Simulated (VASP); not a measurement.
# Si7Ge (P-42m) in VASP: further runs

Si7Ge is run at these levels: r2SCAN; tasks: single point.

Program: VASP 6.6.1. These are calculated values, not measurements. Logs are shortened: lines on timing, memory, paths and dates and some standing lists are left out, and cuts for length are marked.

### Step 1. The cell of the first run

It takes space group P-42m (No. 111, tetragonal). Conventional cell: a = 5.249 Å, b = 5.249 Å, c = 5.599 Å, α = 90.00°, β = 90.00°, γ = 90.00°. Within 3.1 Å of Si (site symmetry m) lie 3 Si at 2.32 Å and 1 Ge at 2.35 Å. Within 3.1 Å of Si (site symmetry 222) lie 4 Si at 2.32 Å. Within 3.1 Å of Si (site symmetry -42m) lie 4 Si at 2.32 Å. Within 3.1 Å of Ge (site symmetry -42m) lie 4 Si at 2.35 Å.

### Step 2. Single point, r2SCAN (biaxial strain in the a-b plane: -4.0 %)

The input, POSCAR:

```
Si7Ge
1.0
    5.2492496944      0.0000000000      0.0000000000
    0.0000000000      5.2492496944      0.0000000000
    0.0000000000      0.0000000000      5.5991996741
Si Ge
7 1
Direct
    0.2524904310      0.2524904310      0.2523477445
    0.0000000000      0.5000000000      0.5000000000
    0.5000000000      0.5000000000      0.0000000000
    0.5000000000      0.0000000000      0.5000000000
    0.7475095690      0.2524904310      0.7476522555
    0.7475095690      0.7475095690      0.2523477445
    0.2524904310      0.7475095690      0.7476522555
    0.0000000000      0.0000000000      0.0000000000
```

The input, INCAR.step1:

```
SYSTEM = Si7Ge
PREC = Accurate
ENCUT = 520
ISMEAR = 0
SIGMA = 0.02
LREAL = .False.
LASPH = .True.
NELM = 100
NBANDS = 31
GGA = PE
ALGO = Normal
EDIFF = 1E-4
LWAVE = .True.
LCHARG = .False.
```

The input, INCAR.step2:

```
SYSTEM = Si7Ge
PREC = Accurate
ENCUT = 520
EDIFF = 1E-6
ISMEAR = 0
SIGMA = 0.02
LREAL = .False.
LASPH = .True.
NELM = 100
ALGO = Normal
ISIF = 2
LWAVE = .False.
LCHARG = .True.
METAGGA = R2SCAN
LMIXTAU = .True.
LELF = .True.
LVHAR = .True.
NBANDS = 31
ISTART = 1
```

The input, KPOINTS:

```
regular mesh
0
Gamma
  8 8 8
  0 0 0
```

Potentials or basis: VASP PAW PBE potentials, release 64 (Si, Ge_d).

Started as:

```sh
cat potpaw_PBE.64/Si/POTCAR potpaw_PBE.64/Ge_d/POTCAR > POTCAR
cp INCAR.step1 INCAR
mpirun -np 1 vasp_std > vasp.out
cp INCAR.step2 INCAR
mpirun -np 1 vasp_std > vasp.out
```

OUTCAR:

```text
SYSTEM = Si7Ge
   PREC = Accurate
   ENCUT = 520
   EDIFF = 1E-6
   ISMEAR = 0
   LREAL = .False.
   LASPH = .True.
   NELM = 100
   ISIF = 2
   METAGGA = R2SCAN
   ISTART = 1

 ion  position               nearest neighbor table
   1  0.252  0.252  0.252-   2 2.32   4 2.32   3 2.32   8 2.35
   2  0.000  0.500  0.500-   1 2.32   5 2.32   6 2.32   7 2.32
   3  0.500  0.500  0.000-   1 2.32   5 2.32   6 2.32   7 2.32
   4  0.500  0.000  0.500-   1 2.32   5 2.32   6 2.32   7 2.32
   5  0.748  0.252  0.748-   2 2.32   4 2.32   3 2.32   8 2.35
   6  0.748  0.748  0.252-   2 2.32   4 2.32   3 2.32   8 2.35
   7  0.252  0.748  0.748-   2 2.32   4 2.32   3 2.32   8 2.35
   8  0.000  0.000  0.000-   1 2.35   5 2.35   6 2.35   7 2.35

  LATTYP: Found a simple tetragonal cell.
 ALAT       =     5.2492496944
 C/A-ratio  =     1.0666666667

  Lattice vectors:

 A1 = (   5.2492496944,   0.0000000000,   0.0000000000)
 A2 = (   0.0000000000,   5.2492496944,   0.0000000000)
 A3 = (   0.0000000000,   0.0000000000,   5.5991996741)

Analysis of symmetry for initial positions (statically):
=====================================================================
 Subroutine PRICEL returns:
 Original cell was already a primitive cell.

 Routine SETGRP: Setting up the symmetry group for a
 simple tetragonal supercell.

 Subroutine GETGRP returns: Found  8 space group operations
 (whereof  8 operations were pure point group operations)
 out of a pool of 16 trial point group operations.

The static configuration has the point symmetry D_2d.

Analysis of symmetry for dynamics (positions and initial velocities):
=====================================================================
 Subroutine PRICEL returns:
 Original cell was already a primitive cell.

 Routine SETGRP: Setting up the symmetry group for a
 simple tetragonal supercell.

 Subroutine GETGRP returns: Found  8 space group operations
 (whereof  8 operations were pure point group operations)
 out of a pool of 16 trial point group operations.

The dynamic configuration has the point symmetry D_2d.

 Subroutine INISYM returns: Found  8 space group operations
 (whereof  8 operations are pure point group operations),
 and found     1 'primitive' translations

----------------------------------------------------------------------------------------

                                     Primitive cell

  volume of cell :     154.2838

  direct lattice vectors                    reciprocal lattice vectors
     5.249249694  0.000000000  0.000000000     0.190503416  0.000000000  0.000000000
     0.000000000  5.249249694  0.000000000     0.000000000  0.190503416  0.000000000
     0.000000000  0.000000000  5.599199674     0.000000000  0.000000000  0.178596953

  length of vectors
     5.249249694  5.249249694  5.599199674     0.190503416  0.190503416  0.178596953

  position of ions in fractional coordinates (direct lattice)
     0.252490431  0.252490431  0.252347744
     0.000000000  0.500000000  0.500000000
     0.500000000  0.500000000  0.000000000
     0.500000000  0.000000000  0.500000000
     0.747509569  0.252490431  0.747652256
     0.747509569  0.747509569  0.252347744
     0.252490431  0.747509569  0.747652256
     0.000000000  0.000000000  0.000000000

  ion indices of the primitive-cell ions
   primitive index   ion index
                 1           1
                 2           2
                 3           3
                 4           4
                 5           5
                 6           6
                 7           7
                 8           8

----------------------------------------------------------------------------------------

 KPOINTS: regular mesh

Automatic generation of k-mesh.
 Grid dimensions read from file:
 generate k-points for:    8    8    8

 Generating k-lattice:

  Cartesian coordinates                     Fractional coordinates (reciprocal lattice)
     0.023812927  0.000000000  0.000000000     0.125000000  0.000000000  0.000000000
     0.000000000  0.023812927  0.000000000     0.000000000  0.125000000  0.000000000
     0.000000000  0.000000000  0.022324619     0.000000000  0.000000000  0.125000000

  Length of vectors
     0.023812927  0.023812927  0.022324619

  Shift w.r.t. Gamma in fractional coordinates (k-lattice)
     0.000000000  0.000000000  0.000000000

 Subroutine IBZKPT returns following result:
 ===========================================

 Found     75 irreducible k-points:

 Following reciprocal coordinates:
            Coordinates               Weight
  0.000000  0.000000  0.000000      1.000000
  0.125000  0.000000  0.000000      4.000000
  0.250000  0.000000  0.000000      4.000000
  0.375000  0.000000  0.000000      4.000000
  0.500000  0.000000  0.000000      2.000000
  0.125000  0.125000  0.000000      4.000000
[... 16 lines left out ...]
  0.375000  0.125000  0.125000     16.000000
  0.500000  0.125000  0.125000      8.000000
 [... further k-points ...]
   k-points           NKPTS =     75   k-points in BZ     NKDIM =     75   number of bands    NBANDS=     31
   number of dos      NEDOS =    301   number of ions     NIONS =      8
   total plane-waves  NPLWV =  67200
   dimension x,y,z NGX =    40 NGY =   40 NGZ =   42
   dimension x,y,z NGXF=    80 NGYF=   80 NGZF=   84
   ions per type =               7   1
   NGX,Y,Z   is equivalent  to a cutoff of  12.67, 12.67, 12.47 a.u.
   NGXF,Y,Z  is equivalent  to a cutoff of  25.34, 25.34, 24.94 a.u.
 SYSTEM =  Si7Ge
   PREC   = accura    normal or accurate (medium, high low for compatibility)
   ISTART =      1    job   : 0-new  1-cont  2-samecut
   ICHARG =      0    charge: 1-file 2-atom 10-const
   ISPIN  =      1    spin polarized calculation?
   LNONCOLLINEAR =      F non collinear calculations
   LSORBIT =      F    spin-orbit coupling
   LASPH  =      T    aspherical Exc in radial PAW
   ENCUT  =  520.0 eV  38.22 Ry    6.18 a.u.   9.76  9.76 10.41*2*pi/ulx,y,z
   NELM   =    100;   NELMIN=  2; NELMDL=  0     # of ELM steps
   EDIFF  = 0.1E-05   stopping-criterion for ELM
   LREAL  =      F    real-space projection
[... 7 lines left out ...]
   TEBEG  =    0.0;   TEEND  =   0.0 temperature during run
   PSTRESS=    0.0 pullay stress
   NELECT =      42.0000    total number of electrons
   NUPDOWN=      -1.0000    fix difference up-down
   EMIN   =  10.00;   EMAX   =-10.00  energy-range for DOS
   EFERMI =   0.00;   METHOD = LEGACY
   ISMEAR =     0;   SIGMA  =   0.02  broadening in eV -4-tet -1-fermi 0-gaus
   EFERMI_NEDOS =   21; number of points for ismear=-14 and -15
   IALGO  =     38    algorithm
   IMIX   =      4    mixing-type and parameters
     AMIX     =   0.40;   BMIX     =  1.00
     AMIX_MAG =   1.60;   BMIX_MAG =  1.00
  volume/ion in A,a.u.               =      19.29       130.14
  Fermi-wavevector in a.u.,A,eV,Ry     =   1.061006  2.005010 15.316534  1.125733
  Thomas-Fermi vector in A             =   2.196407
   LORBIT       =      0    0 simple, 1 ext, 2 COOP (PROOUT), +10 PAW based schemes
   METAGGA = R2SCAN    functional components
   LHFCALC =     F    Hartree Fock is set to
   AEXX    =    0.0000 exact exchange contribution
   IVDW    =     0    specifies the selected vdW correction
   LEPSILON=     F    determine dielectric tensor
   LRPA    =     F    only Hartree local field effects (RPA)
 non-spin polarized calculation
 Gauss-broadening in eV      SIGMA  =   0.02
  energy-cutoff  :      520.00
  volume of cell :      154.28
 maximum number of plane-waves:      4181
 NGX is ok and might be reduce to    40
   NGX = 19   NGY = 19   NGZ = 21

 number of electron      42.0000011 magnetization

 Free energy of the ion-electron system (eV)
  ---------------------------------------------------
  ext. energy  EPLUGINS =         0.00000000
  ---------------------------------------------------
  free energy    TOTEN  =       -74.95208042 eV

  energy without entropy =      -74.95208042  energy(sigma->0) =      -74.95208042

 E-fermi :   6.4346     XC(G=0): -10.2199

 val. band max:        6.3364783153   @ k =   0.0000   0.0000   0.0000
 cond. band min:       6.5580833857   @ k =   0.0000   0.0000   0.0000
 fundamental gap:      0.2216050704
 Fermi energy:         6.4345919596

 k-point     1 :       0.0000    0.0000    0.0000
  band No.  band energies     occupation
      1     -18.6768      2.00000
      2     -18.6768      2.00000
      3     -18.6760      2.00000
      4     -18.6433      2.00000
      5     -18.6386      2.00000
      6      -6.8668      2.00000
[... 23 lines left out ...]
     30       9.1468      0.00000
     31      10.2624      0.00000

 k-point     2 :       0.1250    0.0000    0.0000
  band No.  band energies     occupation
      1     -18.6769      2.00000
      2     -18.6768      2.00000
      3     -18.6760      2.00000
      4     -18.6432      2.00000
      5     -18.6386      2.00000
      6      -6.7897      2.00000
[... 23 lines left out ...]
     30       9.5953      0.00000
     31      10.6432      0.00000

 k-point     3 :       0.2500    0.0000    0.0000
  band No.  band energies     occupation
      1     -18.6769      2.00000
      2     -18.6768      2.00000
      3     -18.6760      2.00000
      4     -18.6432      2.00000
      5     -18.6386      2.00000
      6      -6.5593      2.00000
[... 23 lines left out ...]
     30      10.5888      0.00000
     31      11.1714      0.00000

 k-point     4 :       0.3750    0.0000    0.0000
  band No.  band energies     occupation
      1     -18.6770      2.00000
      2     -18.6769      2.00000
      3     -18.6761      2.00000
      4     -18.6431      2.00000
      5     -18.6386      2.00000
      6      -6.1801      2.00000
[... 635 lines left out ...]
     30      10.3234      0.00000
     31      12.0479      0.00000

 k-point    23 :       0.3750    0.1250    0.1250
  band No.  band energies     occupation
      1     -18.6770      2.00000
      2     -18.6769      2.00000
      3     -18.6761      2.00000
      4     -18.6430      2.00000
      5     -18.6385      2.00000
      6      -6.0426      2.00000
[... 23 lines left out ...]
     30      11.3696      0.00000
     31      11.5071      0.00000

 k-point    24 :       0.5000    0.1250    0.1250
  band No.  band energies     occupation
      1     -18.6770      2.00000
      2     -18.6769      2.00000
      3     -18.6761      2.00000
      4     -18.6430      2.00000
      5     -18.6385      2.00000
      6      -5.6150      2.00000
[... 23 lines left out ...]
     30      11.3098      0.00000
     31      11.3737      0.00000

 [... further k-points ...]

------------------------ aborting loop because EDIFF is reached ----------------------------------------

  FORCE on cell =-STRESS in cart. coord.  units (eV):
  Direction    XX          YY          ZZ          XY          YZ          ZX
  --------------------------------------------------------------------------------------
  -------------------------------------------------------------------------------------
  Total        8.0443838      8.0443838      0.7765205      0.0000000      0.0000000      0.0000000
  in kB       83.5377834     83.5377834      8.0638622      0.0000000      0.0000000      0.0000000
  external PRESSURE =      58.3798097 kB  Pullay stress =       0.0000000 kB

 VOLUME and BASIS-vectors are now :
 -----------------------------------------------------------------------------
  energy-cutoff  :      520.00
  volume of cell :      154.28
      direct lattice vectors                 reciprocal lattice vectors
     5.249249694  0.000000000  0.000000000     0.190503416  0.000000000  0.000000000
     0.000000000  5.249249694  0.000000000     0.000000000  0.190503416  0.000000000
     0.000000000  0.000000000  5.599199674     0.000000000  0.000000000  0.178596953

 POSITION                                       TOTAL-FORCE (eV/Angst)
 -----------------------------------------------------------------------------------
      1.32539      1.32539      1.41295         0.017252      0.017252      0.001856
      0.00000      2.62462      2.79960         0.000000      0.000000      0.000000
      2.62462      2.62462      0.00000         0.000000     -0.000000      0.000000
      2.62462      0.00000      2.79960         0.000000      0.000000     -0.000000
      3.92386      1.32539      4.18625        -0.017252      0.017252     -0.001856
      3.92386      3.92386      1.41295        -0.017252     -0.017252      0.001856
      1.32539      3.92386      4.18625         0.017252     -0.017252     -0.001856
      0.00000      0.00000      0.00000         0.000000      0.000000      0.000000
 -----------------------------------------------------------------------------------
    total drift:                               -0.000000     -0.000000      0.000000

  FREE ENERGIE OF THE ION-ELECTRON SYSTEM (eV)
  ---------------------------------------------------
  free  energy   TOTEN  =       -74.9520804190 eV

  energy  without entropy=      -74.9520804190  energy(sigma->0) =      -74.95208042
```

Run time: 37 min. Hardware: 1 thread of AMD EPYC, shared host; peak memory 0.43 GiB.

Results:

| Property | Result |
| --- | --- |
| Free energy | -74.9521 eV |
| Pressure | 5.8 GPa |
| Largest force | 0.024 eV/Å |
| Band gap on the k mesh | 0.22 eV |

Forces on the atoms (eV/Å):
```
Si   0.017  0.017  0.002
Si   0.000  0.000  0.000
Si   0.000  0.000  0.000
Si   0.000  0.000  0.000
Si  -0.017  0.017 -0.002
Si  -0.017 -0.017  0.002
Si   0.017 -0.017 -0.002
Ge   0.000  0.000  0.000
```

Caveat: the cell differs from its parent crystal (biaxial strain in the a-b plane: -4.0 %); the stress differs along the axes, from 1 to 8 GPa; the PAW data sets were made with another functional, which shifts forces and pressure a little. A k mesh can miss the band edges.

### Step 3. Single point, r2SCAN

This run uses another cell than the first one, of 21.46 Å³/atom.

The input, POSCAR:

```
Si7Ge
1.0
    5.6866871690      0.0000000000      0.0000000000
    0.0000000000      5.6866871690      0.0000000000
    0.0000000000      0.0000000000      5.3082774579
Si Ge
7 1
Direct
    0.2524547655      0.2524547655      0.2526887459
    0.0000000000      0.5000000000      0.5000000000
    0.5000000000      0.5000000000      0.0000000000
    0.5000000000      0.0000000000      0.5000000000
    0.7475452345      0.2524547655      0.7473112541
    0.7475452345      0.7475452345      0.2526887459
    0.2524547655      0.7475452345      0.7473112541
    0.0000000000      0.0000000000      0.0000000000
```

The input, INCAR.step1:

```
PREC = Accurate ; ENCUT = 520
ISMEAR = 0 ; SIGMA = 0.02
LREAL = F ; LASPH = T
NELM = 80 ; NBANDS = 31
GGA = PE ; ALGO = Normal
EDIFF = 1E-4 ; LWAVE = T
LCHARG = F
```

The input, INCAR.step2:

```
PREC = Accurate ; ENCUT = 520
EDIFF = 1E-6 ; ISMEAR = 0
SIGMA = 0.02 ; LREAL = F
LASPH = T ; NELM = 80
ALGO = Normal ; ISIF = 2
LWAVE = F ; LCHARG = F
METAGGA = R2SCAN ; LMIXTAU = T
NBANDS = 31 ; ISTART = 1
```

The input, KPOINTS:

```
regular mesh
0
Gamma
  8 8 8
```

Potentials or basis: VASP PAW PBE potentials, release 64 (Si, Ge_d).

Started as:

```sh
cat potpaw_PBE.64/Si/POTCAR potpaw_PBE.64/Ge_d/POTCAR > POTCAR
cp INCAR.step1 INCAR
mpirun -np 1 vasp_std > vasp.out
cp INCAR.step2 INCAR
mpirun -np 1 vasp_std > vasp.out
```

Wall time 8.4 min (1 thread of Intel Xeon 6975P-C (Granite Rapids), shared host); peak memory 0.49 GiB.

The run converged. Its results:

```
Free energy            : -74.9833 eV
Pressure               : -4.4 GPa
Largest force          : 0.014 eV/Å
Band gap on the k mesh : 0.14 eV (least direct gap 0.24 eV)
```

Forces on the atoms (eV/Å):
```
Si   0.009  0.009  0.007
Si   0.000  0.000  0.000
Si   0.000  0.000  0.000
Si   0.000  0.000  0.000
Si  -0.009  0.009 -0.007
Si  -0.009 -0.009  0.007
Si   0.009 -0.009 -0.007
Ge   0.000  0.000  0.000
```

Stress tensor (GPa, compression positive):
```
-6.48  0.00  0.00
 0.00 -6.48  0.00
 0.00  0.00 -0.15
```

Levels at points of the mesh, in eV from the valence-band top:
```tsv
k point	band 19	band 20	band 21	band 22	band 23	band 24
(0.00, 0.00, 0.00)	-0.46	-0.46	0.00	0.24	0.41	0.83
(0.50, 0.00, 0.00)	-2.12	-1.99	-1.92	1.18	1.35	3.06
(0.50, 0.50, 0.00)	-2.01	-1.94	-1.94	1.84	1.84	1.90
(0.00, 0.00, 0.50)	-2.52	-2.39	-2.39	0.59	0.75	3.16
(0.50, 0.00, 0.50)	-1.52	-1.44	-1.42	2.45	2.46	2.48
(0.50, 0.50, 0.50)	-1.24	-1.24	-1.10	0.74	1.14	1.14
```

Caveat: the stress differs along the axes, from -6 to -0 GPa; the PAW data sets were made with another functional, which shifts forces and pressure a little. A k mesh can miss the band edges.
